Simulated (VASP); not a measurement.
A run of VASP 6.6.1 is set up as follows.

File INCAR:

```
PREC     = Accurate       # precision mode
ENCUT    = 520            # plane-wave cutoff, eV
EDIFF    = 1E-8           # SCF threshold, eV
ISMEAR   = -1             # smearing method
SIGMA    = 0.02           # smearing width, eV
LREAL    = False          # projectors in reciprocal space
LASPH    = True           # aspherical terms in the spheres
NELM     = 60             # most SCF steps
ALGO     = Normal         # electronic algorithm
ISIF     = 2              # what is computed and relaxed
LWAVE    = False          # write WAVECAR
LCHARG   = False          # write CHGCAR
GGA      = PE             # functional
LEFG     = True         
NBANDS   = 44             # bands
```

Contents of KPOINTS:

```
Automatic mesh
0
Gamma
  4 4 4
```

File POSCAR:

```
CO2
1.0
    5.6240000000      0.0000000000      0.0000000000
    0.0000000000      5.6240000000      0.0000000000
    0.0000000000      0.0000000000      5.6240000000
C O
4 8
Direct
    0.0000000000      0.0000000000      0.0000000000
    0.5000000000      0.0000000000      0.5000000000
    0.5000000000      0.5000000000      0.0000000000
    0.0000000000      0.5000000000      0.5000000000
    0.1185000000      0.1185000000      0.1185000000
    0.3815000000      0.8815000000      0.6185000000
    0.6185000000      0.3815000000      0.8815000000
    0.8815000000      0.6185000000      0.3815000000
    0.8815000000      0.8815000000      0.8815000000
    0.6185000000      0.1185000000      0.3815000000
    0.3815000000      0.6185000000      0.1185000000
    0.1185000000      0.3815000000      0.6185000000
```

Potentials or basis: VASP PAW PBE potentials, release 64 (C, O).

Command:

```sh
$ cat potpaw_PBE.64/C/POTCAR potpaw_PBE.64/O/POTCAR > POTCAR
$ mpirun -np 1 vasp_std > vasp.out
```

(1) Predict the largest force.

(2) Estimate the pressure.

Results:

(1) 2.237 eV/Å.

(2) 7.1 GPa.

Caveat: the cell stands under pressure; this functional lacks dispersion, which holds the molecules together, so the pressure and a relaxed volume are unreliable; without QUAD_EFG the Cq values of the log hold for a quadrupole moment of 1 mb, not for the nuclei; forces of over 1 eV/Å act on the atoms, so gaps and moduli don't describe the material at rest.
